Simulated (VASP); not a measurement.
A run of VASP 6.6.1 is set up as follows.

File INCAR:

```
  PREC = Accurate
  ENCUT = 520
  EDIFF = 1E-6
  ISMEAR = 0
  SIGMA = 0.05
  LREAL = False
  LASPH = True
  NELM = 80
  ALGO = Normal
  ISIF = 2
  LWAVE = False
  LCHARG = True
  GGA = CA
  LELF = True
  LVHAR = True
  NBANDS = 11
```

Contents of KPOINTS:

```
Automatic mesh
0
Gamma
  8 8 8
```

The input POSCAR:

```
MgS
1.0
    0.0000000000      2.9181136482      2.9181136482
    2.9181136482      0.0000000000      2.9181136482
    2.9181136482      2.9181136482      0.0000000000
Mg S
1 1
Direct
    0.0000000000      0.0000000000      0.0000000000
    0.7500000000      0.7500000000      0.7500000000
```

Potentials or basis: VASP PAW LDA potentials, release 64 (Mg, S).

Command:

```console
$ cat potpaw_LDA.64/Mg/POTCAR potpaw_LDA.64/S/POTCAR > POTCAR
$ mpirun -np 1 vasp_std > vasp.out
```

(1) What does it give for the pressure?

(2) Estimate the band gap on the k mesh.

## Answers

(1) -6.3 GPa.

(2) 2.76 eV, direct.

Caveat: the cell differs from its parent crystal (strain +0.030 along x and y, +0.030 along z).
